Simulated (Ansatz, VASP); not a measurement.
## Two plane-wave programs on BeTe

```
Be Te
1.0
     3.95072    0.00000    0.00000
    -1.97536    3.42143    0.00000
     0.00000    0.00000    8.57858
Be Te
2 2
Direct
  0.33333 0.66667 0.25000
  0.66667 0.33333 0.75000
  0.66667 0.33333 0.25000
  0.33333 0.66667 0.75000
```

Alike in both runs: task single point; functional PBE; k mesh 6 × 6 × 4; no spin polarisation.

```csv
,VASP,Ansatz
version,VASP 6.6.1,Ansatz 0.2.0
potentials or method,"VASP PAW PBE potentials, release 64 (Be, Te)","plane waves, PAW"
plane-wave cutoff (eV),520,420
occupations,"gaussian, width 0.01 eV",fixed
valence electrons in the cell,16,36
```

Ansatz gave:

```
gap on the k mesh at the Fermi level (eV)                     : 2.69
pressure (GPa)                                                : 2.7
traceless stress, the component that is largest in VASP (GPa) : -2.54
```

Q: What did VASP give for the same quantities?

A: gap on the k mesh at the Fermi level (eV): 2.69; pressure (GPa): 2.8; traceless stress, the component that is largest in VASP (GPa): -2.69.

VASP's potentials hold 16 valence electrons a cell and Ansatz's 36, so a difference there can come from the potentials and not from the codes.

Spin-orbit coupling is off throughout.
